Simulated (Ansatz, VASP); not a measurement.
## One calculation of InO, two programs

```
In O
1.0
     3.45361    0.00000    0.00000
    -1.72681    2.99092    0.00000
     0.00000    0.00000   16.27403
In O
2 2
Direct
  0.66667 0.33333 0.59002
  0.66667 0.33333 0.40998
  0.00000 0.00000 0.63987
  0.00000 0.00000 0.36013
```

Change from the starting cell: strain +0.000 along x and y, +0.025 along z, atoms carried along.

Alike in both runs: task single point; functional PBE; k mesh 12 × 12 × 2; occupations gaussian, width 0.03 eV; no spin polarisation.

```csv
,VASP,Ansatz
version,VASP 6.6.1,Ansatz 0.2.0
potentials or method,"VASP PAW PBE potentials, release 64 (In_d, O), cutoff 520 eV","scalar-relativistic, plane waves, PAW"
valence electrons in the cell,38,38
```

Ansatz gave:

- gap on the k mesh at the Fermi level (eV): 0.28
- least direct gap on the mesh (eV): 1.06
- rms of the force components (eV/Å): 0.093

Task: Which values does VASP return?

Result: gap on the k mesh at the Fermi level (eV): 0.27; least direct gap on the mesh (eV): 1.05; rms of the force components (eV/Å): 0.087.

Atom by atom the forces differ by 0.019 eV/Å (rms over components). The functional is the same, so the differences come from potentials, cutoffs and numerics.
